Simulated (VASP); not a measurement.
Runs of VASP 6.6.1 on ZnSe. The structure is that of space group P4/nmm (No. 129), or close to it. The cells are those of the table. 

```tsv
level	cell	k mesh	smearing	dipole correction	grid for exact exchange (PRECFOCK)	share of exact exchange	screening parameter	gap on the mesh (eV)	pressure (GPa)	largest force (eV/Å)
PBE	a = 4.108, b = 4.108, c = 6.070 Å, 4 atoms	7 × 7 × 5	fermi-dirac 0.05 eV	no	-	-	-	1.95	0.0	0.05
PBE+D2	a = 4.108, b = 4.108, c = 6.070 Å, 4 atoms	5 × 5 × 3	gaussian 0.02 eV	-	-	-	-	1.94	-1.2	0.02
PBE-based screened hybrid with 30 % exact exchange	a = 4.108, b = 4.108, c = 6.070 Å, 4 atoms	4 × 4 × 3	fermi-dirac 0.05 eV	no	Normal	0.3	0.2 1/Å	3.15	-1.2	0.45
PBE	a = 4.108, b = 4.108, c = 6.070 Å, 4 atoms	5 × 5 × 4	fermi-dirac 0.05 eV	no	-	-	-	1.94	0.0	0.05
PBE	a = 4.052, b = 4.052, c = 5.988 Å, 4 atoms	7 × 7 × 5	fermi-dirac 0.05 eV	no	-	-	-	2.01	2.3	0.37
PBE	a = 4.188, b = 4.188, c = 6.189 Å, 4 atoms	7 × 7 × 5	fermi-dirac 0.05 eV	no	-	-	-	(b)	-2.6	0.56
PBE	a = 4.135, b = 4.135, c = 6.111 Å, 4 atoms	7 × 7 × 5	fermi-dirac 0.05 eV	no	-	-	-	(a)	(c)	0.23
PBE+TS	a = 4.108, b = 4.108, c = 6.070 Å, 4 atoms	5 × 5 × 3	gaussian 0.02 eV	-	-	-	-	1.94	-1.2	0.03
```

Alike in all rows: task single point; potentials or basis VASP PAW PBE potentials, release 64 (Se, Zn); no spin polarisation; cutoff (eV) 520.

Question: Fill in the values left out.

Answer: (a) 1.91; (b) 1.85; (c) -1.0.

Caveats: an odd mesh through Γ misses points on the zone boundary, where band edges can lie; the PAW data sets were made with another functional, which shifts forces and pressure a little (at least some runs).

A k mesh can miss the band edges, and the runs leave out spin-orbit coupling on Se.
